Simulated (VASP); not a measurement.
SiC, 2 atoms in the cell. It takes space group I-4m2 (No. 119, tetragonal). The conventional cell has a = 3.575 Å, b = 3.575 Å, c = 3.286 Å, α = 90.00°, β = 90.00°, γ = 90.00°. Within 2.6 Å of Si (site symmetry -4m2) lie 4 C at 1.97 Å. Within 2.6 Å of C (site symmetry -4m2) lie 4 Si at 1.97 Å.  This cell differs from its parent crystal: ratio of the length along z to the lengths across it x 0.65, volume and fractional coordinates fixed.

- Program: VASP 6.6.1
- Task: single point
- Functional: PBE
- Potentials or basis: VASP PAW PBE potentials, release 64 (Si, C)
- Cutoff: 520 eV
- k mesh: 12 × 12 × 12
- Occupations: gaussian, width 0.05 eV
- Spin: no spin polarisation
- Dipole correction: no
- Further INCAR settings: ALGO = Normal; EDIFF = 1e-06; NBANDS = 11

Potentials or basis: VASP PAW PBE potentials, release 64 (Si, C).

Command:

```bash
$ cat potpaw_PBE.64/Si/POTCAR potpaw_PBE.64/C/POTCAR > POTCAR
$ mpirun -np 1 vasp_std > vasp.out
```

Hardware: 1 thread of Intel(R) Xeon(R) 6975P-C (Granite Rapids), on a shared host.

Q: Estimate the wall time of this run.

A: Run time: 11 s on 1 thread of Intel(R) Xeon(R) 6975P-C (Granite Rapids) (shared host), peak memory 0.16 GiB. Counts: scf iterations 12, k points 163.
